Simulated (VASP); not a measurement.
A run of VASP 6.6.1 is set up as follows.

The input INCAR:

```
PREC = Accurate
ENCUT = 520
EDIFF = 1E-7
ISMEAR = -1
SIGMA = 0.03
LREAL = F
LASPH = T
NELM = 150
ALGO = Normal
ISIF = 2
LWAVE = F
LCHARG = F
ISPIN = 2
MAGMOM = 1.5
LORBIT = 11
LMAXMIX = 4
GGA = PE
NBANDS = 16
```

The input KPOINTS:

```
regular mesh
0
Gamma
  19 19 19
```

POSCAR

```
V
1.0
   -1.5329101780      1.5329101780      1.5329101780
    1.5329101780     -1.5329101780      1.5329101780
    1.5329101780      1.5329101780     -1.5329101780
V
1
Direct
    0.0000000000      0.0000000000      0.0000000000
```

Potentials or basis: VASP PAW PBE potentials, release 64 (V_sv).

Command:

```console
$ cat potpaw_PBE.64/V_sv/POTCAR > POTCAR
$ mpirun -np 1 vasp_std > vasp.out
```

What does it give for the pressure?

-10.8 GPa.

Estimate the net moment.

0.00 μB per cell.

Caveat: the cell stands under tension.
